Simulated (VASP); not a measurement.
A run of VASP 6.6.1 is set up as follows.

File INCAR:

```
SYSTEM = Zr
ALGO = Fast
EDIFF = 1E-6
ENCUT = 520
GGA = PS
ISIF = 2
ISMEAR = 0
LASPH = .True.
LCHARG = .True.
LELF = .True.
LREAL = .False.
LVHAR = .True.
LWAVE = .False.
NBANDS = 19
NELM = 100
PREC = Accurate
SIGMA = 0.15
```

File KPOINTS:

```
k-points
0
Gamma
  18 18 10
  0 0 0
```

POSCAR

```
Zr
1.0
    3.2319982225      0.0000000000      0.0242399867
   -1.6159991112      2.7989925657     -0.0121199933
    0.0386025000      0.0000000000      5.1470000000
Zr
2
Direct
    0.3333333333      0.6666666667      0.2500000000
    0.6666666667      0.3333333333      0.7500000000
```

Potentials or basis: VASP PAW PBE potentials, release 64 (Zr_sv).

Launch:

```bash
$ cat potpaw_PBE.64/Zr_sv/POTCAR > POTCAR
$ mpirun -np 1 vasp_std > vasp.out
```

Predict the pressure.

-3.3 GPa.

Estimate the band gap on the k mesh.

zero (bands 12 and 13 overlap by 1.21 eV).

Stress tensor (GPa, compression positive):
```
-3.39  0.00 -0.36
 0.00 -3.42  0.00
-0.36  0.00 -2.95
```

Caveat: the cell differs from its parent crystal (strain +0.0150 x Voigt [0, 0, 0, 0, 1, 0]); the cell stands under tension; the PAW data sets were made with another functional, which shifts forces and pressure a little.
